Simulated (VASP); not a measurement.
Set up this calculation in VASP 6.6.1, as the native input.

```
Task                   : single point
Functional             : PBE
Potentials or basis    : VASP PAW PBE potentials, release 64 (Na_pv, Sr_sv)
Cutoff                 : 520 eV
k mesh                 : 6 × 6 × 4
Occupations            : gaussian, width 0.2 eV
Spin                   : no spin polarisation
Dipole correction      : no
Further INCAR settings : ALGO = Fast; EDIFF = 1e-06; NBANDS = 25
```

The structure of NaSr lies in POSCAR:

```
NaSr
1.0
   -2.0690942749     -3.6207314974      0.0334544990
   -0.0403145183      2.4988288187     -6.5735300073
    6.1674891441     -3.5962640455      0.0935940657
Na Sr
2 2
Direct
   -0.0003762379     -0.0002172932     -0.0008881997
    0.5012588001      0.0002317800      0.5007658655
    0.2498424048      0.5000975810      0.7500590809
    0.7492750329      0.4998879322      0.2500632532
```

The input as run:

INCAR

```
  ALGO = Fast
  EDIFF = 1E-6
  ENCUT = 520
  GGA = PE
  ISIF = 2
  ISMEAR = 0
  LASPH = True
  LCHARG = False
  LREAL = False
  LWAVE = False
  NBANDS = 25
  NELM = 80
  PREC = Accurate
  SIGMA = 0.2
```

KPOINTS

```
k-points
0
Gamma
  6 6 4
```

Potentials or basis: VASP PAW PBE potentials, release 64 (Na_pv, Sr_sv).

Command:

```bash
$ cat potpaw_PBE.64/Na_pv/POTCAR potpaw_PBE.64/Sr_sv/POTCAR > POTCAR
$ mpirun -np 1 vasp_std > vasp.out
```

It gave:

```yaml
Pressure: 0.0 GPa
Largest_force: 0.004 eV/Å
Band_gap_on_the_k_mesh: zero (bands 17 and 18 overlap by 1.67 eV)
```

Wall time 3.5 min on 1 thread of Intel(R) Xeon(R) 6975P-C (Granite Rapids), on a shared host, peak memory 0.51 GiB.
